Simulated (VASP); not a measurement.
# Cu: relaxation of cell and atoms with LDA

The system is Cu.

```
Cu
1.0
     0.00000    1.75981    1.75981
     1.75981    0.00000    1.75981
     1.75981    1.75981    0.00000
Cu
1
Direct
  0.00000 0.00000 0.00000
```

| Item | Value |
| --- | --- |
| Program | VASP 6.6.1 |
| Task | relaxation of cell and atoms |
| Functional | LDA |
| Potentials or basis | VASP PAW LDA potentials, release 64 (Cu) |
| Cutoff | 600 eV |
| k mesh | 28 × 28 × 28 |
| Occupations | gaussian, width 0.1 eV |
| Spin | no spin polarisation |
| Dipole correction | no |
| Further INCAR settings | ALGO = Normal; EDIFF = 1e-06; IBRION = 2; EDIFFG = -0.002; NSW = 100; ISIF = 3 |

```json
{
 "Relaxed volume": "10.94 Å³/atom",
 "Relaxed cell": "a = 2.492 Å, b = 2.492 Å, c = 2.492 Å, α = 60.00°, β = 60.00°, γ = 60.00°",
 "Space group after relaxing (to 0.05 Å)": "Fm-3m (No. 225)",
 "Energy gained by relaxing": "0.1 meV/atom",
 "Ionic steps": "3",
 "Pressure after relaxing": "0.0 GPa"
}
```

Final structure:
```
Cu
1.0
     0.00000    1.76178    1.76178
     1.76178    0.00000    1.76178
     1.76178    1.76178    0.00000
Cu
1
Direct
  0.00000 0.00000 0.00000
```

Levels at points of the mesh, in eV from the Fermi level:
```csv
k point,band 4,band 5,band 6,band 7,band 8,band 9
"(0.00, 0.00, 0.00)",-3.34,-2.39,-2.39,23.27,26.35,26.35
"(0.50, 0.00, 0.00)",-1.75,-1.75,-1.23,4.11,21.75,23.12
"(0.50, 0.50, 0.00)",-1.60,-1.60,1.41,7.65,13.59,13.59
```

Wall time 66 s on 1 thread of Intel(R) Xeon(R) Platinum 8488C (Sapphire Rapids), with other jobs on the host, peak memory 0.19 GiB.
